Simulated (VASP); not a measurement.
# Nb (P3_121) in VASP: relaxation of cell and atoms with PBE

Aim: the relaxation of cell and atoms of Nb with PBE.

All numbers are computed with VASP 6.6.1; they aren't measurements. Logs are shortened: lines on timing, memory, paths and dates and some standing lists are left out, and cuts for length are marked.

### 1 The cell of the first run

The structure is trigonal, space group P3_121 (No. 152). Conventional cell: a = 3.845 Å, b = 3.845 Å, c = 4.363 Å, α = 90.00°, β = 90.00°, γ = 120.00°. Nb (site symmetry 2) has 2 Nb at 2.09 Å within 2.8 Å.

### 2 Relaxation of cell and atoms, PBE

File INCAR:

```
SYSTEM = Nb
PREC = Accurate
ENCUT = 600
EDIFF = 1E-6
ISMEAR = 0
SIGMA = 0.1
LREAL = .False.
LASPH = .True.
NELM = 80
ALGO = Normal
ISIF = 3
LWAVE = .False.
LCHARG = .False.
GGA = PE
IBRION = 2
NSW = 90
EDIFFG = -0.04
```

File KPOINTS:

```
regular mesh
0
Gamma
  6 6 4
  0 0 0
```

File POSCAR:

```
Nb
1.0
    3.8454752001      0.0000000000      0.0000000000
   -1.9227376001      3.3302792129      0.0000000000
    0.0000000000      0.0000000000      4.3628203413
Nb
3
Direct
    0.2254000000      0.0000000000      0.3333333333
    0.0000000000      0.2254000000      0.6666666667
    0.7746000000      0.7746000000      0.0000000000
```

Potentials or basis: VASP PAW PBE potentials, release 64 (Nb_sv).

Run with:

```sh
> cat potpaw_PBE.64/Nb_sv/POTCAR > POTCAR
> mpirun -np 1 vasp_std > vasp.out
```

OUTCAR:

```text
SYSTEM = Nb
   PREC = Accurate
   ENCUT = 600
   EDIFF = 1E-6
   ISMEAR = 0
   LREAL = .False.
   LASPH = .True.
   NELM = 80
   ISIF = 3
   GGA = PE
   IBRION = 2
   NSW = 90
   EDIFFG = -0.04

 ion  position               nearest neighbor table
   1  0.225  0.000  0.333-   3 2.09   2 2.09   3 3.03   3 3.03   2 3.03   2 3.03
   2  0.000  0.225  0.667-   3 2.09   1 2.09   3 3.03   3 3.03   1 3.03   1 3.03
   3  0.775  0.775  0.000-   1 2.09   2 2.09   2 3.03   1 3.03   1 3.03   2 3.03

  LATTYP: Found a hexagonal cell.
 ALAT       =     3.8454752001
 C/A-ratio  =     1.1345334749

  Lattice vectors:

 A1 = (   3.8454752001,   0.0000000000,   0.0000000000)
 A2 = (  -1.9227376001,   3.3302792129,   0.0000000000)
 A3 = (   0.0000000000,   0.0000000000,   4.3628203413)

Analysis of symmetry for initial positions (statically):
=====================================================================
 Subroutine PRICEL returns:
 Original cell was already a primitive cell.

 Routine SETGRP: Setting up the symmetry group for a
 hexagonal supercell.

 Subroutine GETGRP returns: Found  6 space group operations
 (whereof  2 operations were pure point group operations)
 out of a pool of 24 trial point group operations.

The static configuration has the point symmetry C_2 .
 The point group associated with its full space group is D_3 .

Analysis of symmetry for dynamics (positions and initial velocities):
=====================================================================
 Subroutine PRICEL returns:
 Original cell was already a primitive cell.

 Routine SETGRP: Setting up the symmetry group for a
 hexagonal supercell.

 Subroutine GETGRP returns: Found  6 space group operations
 (whereof  2 operations were pure point group operations)
 out of a pool of 24 trial point group operations.

The dynamic configuration has the point symmetry C_2 .
 The point group associated with its full space group is D_3 .

 Subroutine INISYM returns: Found  6 space group operations
 (whereof  2 operations are pure point group operations),
 and found     1 'primitive' translations

----------------------------------------------------------------------------------------

                                     Primitive cell

  volume of cell :      55.8725

  direct lattice vectors                    reciprocal lattice vectors
     3.845475200  0.000000000  0.000000000     0.260045885  0.150137561  0.000000000
    -1.922737600  3.330279213  0.000000000     0.000000000  0.300275123  0.000000000
     0.000000000  0.000000000  4.362820341     0.000000000  0.000000000  0.229209530

  length of vectors
     3.845475200  3.845475200  4.362820341     0.300275123  0.300275123  0.229209530

  position of ions in fractional coordinates (direct lattice)
     0.225400000  0.000000000  0.333333333
     0.000000000  0.225400000  0.666666667
     0.774600000  0.774600000  0.000000000

  ion indices of the primitive-cell ions
   primitive index   ion index
                 1           1
                 2           2
                 3           3

----------------------------------------------------------------------------------------

 KPOINTS: regular mesh

Automatic generation of k-mesh.
 Grid dimensions read from file:
 generate k-points for:    6    6    4

 Generating k-lattice:

  Cartesian coordinates                     Fractional coordinates (reciprocal lattice)
     0.043340981  0.025022927  0.000000000     0.166666667  0.000000000  0.000000000
     0.000000000  0.050045854  0.000000000     0.000000000  0.166666667  0.000000000
     0.000000000  0.000000000  0.057302383     0.000000000  0.000000000  0.250000000

  Length of vectors
     0.050045854  0.050045854  0.057302383

  Shift w.r.t. Gamma in fractional coordinates (k-lattice)
     0.000000000  0.000000000  0.000000000

 Subroutine IBZKPT returns following result:
 ===========================================

 Found     24 irreducible k-points:

 Following reciprocal coordinates:
            Coordinates               Weight
  0.000000  0.000000  0.000000      1.000000
  0.166667 -0.000000  0.000000      6.000000
  0.333333  0.000000  0.000000      6.000000
  0.500000  0.000000  0.000000      3.000000
  0.166667  0.166667  0.000000      6.000000
  0.333333  0.166667  0.000000     12.000000
[... 16 lines left out ...]
  0.333333  0.166667  0.500000     12.000000
  0.333333  0.333333  0.500000      2.000000
   k-points           NKPTS =     24   k-points in BZ     NKDIM =     24   number of bands    NBANDS=     23
   number of dos      NEDOS =    301   number of ions     NIONS =      3
   total plane-waves  NPLWV =  36864
   dimension x,y,z NGX =    32 NGY =   32 NGZ =   36
   dimension x,y,z NGXF=    64 NGYF=   64 NGZF=   72
   ions per type =               3
   NGX,Y,Z   is equivalent  to a cutoff of  13.83, 13.83, 13.72 a.u.
   NGXF,Y,Z  is equivalent  to a cutoff of  27.67, 27.67, 27.44 a.u.
 SYSTEM =  Nb
   PREC   = accura    normal or accurate (medium, high low for compatibility)
   ISTART =      0    job   : 0-new  1-cont  2-samecut
   ICHARG =      2    charge: 1-file 2-atom 10-const
   ISPIN  =      1    spin polarized calculation?
   LNONCOLLINEAR =      F non collinear calculations
   LSORBIT =      F    spin-orbit coupling
   LASPH  =      T    aspherical Exc in radial PAW
   ENCUT  =  600.0 eV  44.10 Ry    6.64 a.u.   7.68  7.68  8.71*2*pi/ulx,y,z
   NELM   =     80;   NELMIN=  2; NELMDL= -5     # of ELM steps
   EDIFF  = 0.1E-05   stopping-criterion for ELM
   LREAL  =      F    real-space projection
   EDIFFG = -.4E-01   stopping-criterion for IOM
   NSW    =     90    number of steps for IOM
   IBRION =      2    ionic relax: 0-MD 1-quasi-New 2-CG
   NFREE  =      1    steps in history (QN), initial steepest desc. (CG)
   ISIF   =      3    stress and relaxation
   ISYM   =      2    0-nonsym 1-usesym 2-fastsym
   POTIM  = 0.5000    time-step for ionic-motion
   TEBEG  =    0.0;   TEEND  =   0.0 temperature during run
   PSTRESS=    0.0 pullay stress
   NELECT =      39.0000    total number of electrons
   NUPDOWN=      -1.0000    fix difference up-down
   EMIN   =  10.00;   EMAX   =-10.00  energy-range for DOS
   EFERMI =   0.00;   METHOD = LEGACY
   ISMEAR =     0;   SIGMA  =   0.10  broadening in eV -4-tet -1-fermi 0-gaus
   EFERMI_NEDOS =   21; number of points for ismear=-14 and -15
   IALGO  =     38    algorithm
   IMIX   =      4    mixing-type and parameters
     AMIX     =   0.40;   BMIX     =  1.00
     AMIX_MAG =   1.60;   BMIX_MAG =  1.00
  volume/ion in A,a.u.               =      18.62       125.68
  Fermi-wavevector in a.u.,A,eV,Ry     =   1.452213  2.744285 28.693640  2.108923
  Thomas-Fermi vector in A             =   2.569621
   LORBIT       =      0    0 simple, 1 ext, 2 COOP (PROOUT), +10 PAW based schemes
   GGA     = PE    functional components
   LHFCALC =     F    Hartree Fock is set to
   AEXX    =    0.0000 exact exchange contribution
   IVDW    =     0    specifies the selected vdW correction
   LEPSILON=     F    determine dielectric tensor
   LRPA    =     F    only Hartree local field effects (RPA)
 conjugate gradient relaxation of ions
 non-spin polarized calculation
 Gauss-broadening in eV      SIGMA  =   0.10
  energy-cutoff  :      600.00
  volume of cell :       55.87
 maximum number of plane-waves:      1901
 NGX is ok and might be reduce to    32
   NGX = 15   NGY = 15   NGZ = 17

--------------------------------------- Ionic step        1  -------------------------------------------

 number of electron      38.9999999 magnetization

 Free energy of the ion-electron system (eV)
  ---------------------------------------------------
  ext. energy  EPLUGINS =         0.00000000
  ---------------------------------------------------
  free energy    TOTEN  =       -23.54772047 eV

  energy without entropy =      -23.53166468  energy(sigma->0) =      -23.53969257

------------------------ aborting loop because EDIFF is reached ----------------------------------------

  FORCE on cell =-STRESS in cart. coord.  units (eV):
  Direction    XX          YY          ZZ          XY          YZ          ZX
  --------------------------------------------------------------------------------------
  -------------------------------------------------------------------------------------
  Total       11.0845317     11.0845317     17.7769781     -0.0000000      0.0000000      0.0000000
  in kB      317.8556533    317.8556533    509.7656051     -0.0000000      0.0000000      0.0000000
  external PRESSURE =     381.8256372 kB  Pullay stress =       0.0000000 kB
[... 24 lines left out ...]
--------------------------------------- Ionic step        2  -------------------------------------------

 number of electron      38.9999997 magnetization

 E-fermi :   4.5344     XC(G=0):  -9.5250

 val. band max:        4.5051441826   @ k =   0.3333   0.0000   0.5000
 cond. band min:       4.5440030773   @ k =   0.1667  -0.0000   0.0000
 fundamental gap:      0.0388588947
 Fermi energy:         4.5344260248

 k-point     1 :       0.0000    0.0000    0.0000
  band No.  band energies     occupation
      1     -50.7518      2.00000
      2     -50.6976      2.00000
      3     -50.6976      2.00000
      4     -26.7546      2.00000
      5     -26.7546      2.00000
      6     -26.7538      2.00000
[... 680 lines left out ...]
  FREE ENERGIE OF THE ION-ELECTRON SYSTEM (eV)
  ---------------------------------------------------
  free  energy   TOTEN  =       -26.3788461273 eV

  energy  without entropy=      -26.3588285163  energy(sigma->0) =      -26.36883732

 E-fermi :   9.9196     XC(G=0): -12.0176

 val. band max:        9.8366728594   @ k =   0.3333   0.1667   0.0000
 cond. band min:       9.9253156938   @ k =   0.0000   0.3333   0.2500
 fundamental gap:      0.0886428344
 Fermi energy:         9.9195699454

 k-point     1 :       0.0000    0.0000    0.0000
  band No.  band energies     occupation
      1     -44.5980      2.00000
      2     -44.3790      2.00000
      3     -44.3790      2.00000
      4     -20.8584      2.00000
      5     -20.7764      2.00000
      6     -20.7764      2.00000
[... 613 lines left out ...]
     22      11.4975      0.00000
     23      11.8083      0.00000

[... ionic steps 4 to 24 ...]

--------------------------------------- Ionic step       25  -------------------------------------------

 number of electron      39.0000000 magnetization

------------------------ aborting loop because EDIFF is reached ----------------------------------------
[... 69 lines left out ...]
--------------------------------------- Ionic step       27  -------------------------------------------

 number of electron      39.0000000 magnetization

 Free energy of the ion-electron system (eV)
  ---------------------------------------------------
  ext. energy  EPLUGINS =         0.00000000
  ---------------------------------------------------
  free energy    TOTEN  =       -30.67070328 eV

  energy without entropy =      -30.65065954  energy(sigma->0) =      -30.66068141

 E-fermi :  11.0317     XC(G=0): -12.4560

 val. band max:       11.0183048093   @ k =   0.3333   0.0000   0.0000
 cond. band min:      11.0480765180   @ k =   0.3333   0.1667   0.0000
 fundamental gap:      0.0297717087
 Fermi energy:        11.0316958239

 k-point     1 :       0.0000    0.0000    0.0000
  band No.  band energies     occupation
      1     -43.3445      2.00000
      2     -43.0527      2.00000
      3     -43.0527      2.00000
      4     -19.5834      2.00000
      5     -19.5831      2.00000
      6     -19.5831      2.00000
[... 643 lines left out ...]
  FREE ENERGIE OF THE ION-ELECTRON SYSTEM (eV)
  ---------------------------------------------------
  free  energy   TOTEN  =       -30.6707032777 eV

  energy  without entropy=      -30.6506595427  energy(sigma->0) =      -30.66068141

 reached required accuracy - stopping structural energy minimisation
```

It took 23 min on 1 thread of Intel Xeon 8259CL, shared host; peak memory 0.21 GiB.

Results:

```
Free energy                           : -30.6707 eV
Relaxed volume                        : 18.17 Å³/atom
Relaxed cell                          : a = 4.617 Å, b = 4.617 Å, c = 2.953 Å, α = 90.00°, β = 90.00°, γ = 120.00°
Space group after relaxing (to 0.1 Å) : R-3m (No. 166)
Pressure after relaxing               : 0.0 GPa
Band gap on the k mesh                : zero (an odd number of electrons rules out a gap without spin polarisation)
```

Final structure:
```
Nb
1.0
     4.61677    0.00000    0.00000
    -2.30839    3.99824    0.00000
     0.00000    0.00000    2.95324
Nb
3
Direct
  0.33336 0.00000 0.33333
  0.00000 0.33336 0.66667
  0.66664 0.66664 0.00000
```

Caveat: the k points lie up to 0.53 Å⁻¹ apart in the final cell, too coarse for converged energies and pressures of a metal; a cell axis changed by over 15 % at a fixed basis, so the end point is rough.

The gap in the log of VASP goes by the Fermi energy; the results here count the filled bands.